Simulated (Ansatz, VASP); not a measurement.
# One calculation of GaSb, two programs

```
Sb Ga
1.0
     0.00000    3.05900    3.05900
     3.05900    0.00000    3.05900
     3.05900    3.05900    0.00000
Sb Ga
1 1
Direct
  0.75000 0.75000 0.75000
  0.00000 0.00000 0.00000
```

Alike in both runs: task single point; functional PBE; k mesh 8 × 8 × 8; occupations gaussian, width 0.028 eV; no spin polarisation.

|  | VASP | Ansatz |
| --- | --- | --- |
| version | VASP 6.6.1 | Ansatz 0.2.0 |
| potentials or method | VASP PAW PBE potentials, release 64 (Sb, Ga_d), cutoff 520 eV | all-electron LAPW, scalar-relativistic |

Ansatz gave:

```
gap on the k mesh at the Fermi level (eV) : 0.04
least direct gap on the mesh (eV)         : 0.04
pressure (GPa)                            : 2.3
```

Task: Estimate VASP's values.

Result: gap on the k mesh at the Fermi level (eV): 0.04; least direct gap on the mesh (eV): 0.04; pressure (GPa): 2.4.

Ansatz ran all-electron here, and VASP with PAW potentials.

Neither program's run includes spin-orbit coupling.
